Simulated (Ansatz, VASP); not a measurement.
Nb: VASP beside Ansatz

```
Nb
1.0
    -1.65241    1.65241    1.65241
     1.65241   -1.65241    1.65241
     1.65241    1.65241   -1.65241
Nb
1
Direct
  0.00000 0.00000 0.00000
```

Alike in both runs: functional r2SCAN; k mesh 18 × 18 × 18; occupations gaussian, width 0.1 eV; no spin polarisation.

Ansatz relaxed the structure, and its values are those at the end. VASP's run is a single point on that final structure, the one shown.

|  | VASP | Ansatz |
| --- | --- | --- |
| version | VASP 6.6.1 | Ansatz 0.2.0 |
| potentials or method | VASP PAW PBE potentials, release 64 (Nb_sv), cutoff 520 eV | scalar-relativistic, plane waves, PAW |
| valence electrons in the cell | 13 | 13 |

VASP gave:

| Quantity | Value |
| --- | --- |
| gap on the k mesh at the Fermi level (eV) | none |
| pressure (GPa) | -0.2 |

Question: Which values does Ansatz return?

Answer: gap on the k mesh at the Fermi level (eV): none; pressure (GPa): 0.0.

VASP's potentials were made for PBE, not for r2SCAN. A gap of «none» marks a metal or a gap that the smearing closes. The functional is the same, so the differences come from potentials, cutoffs and numerics.
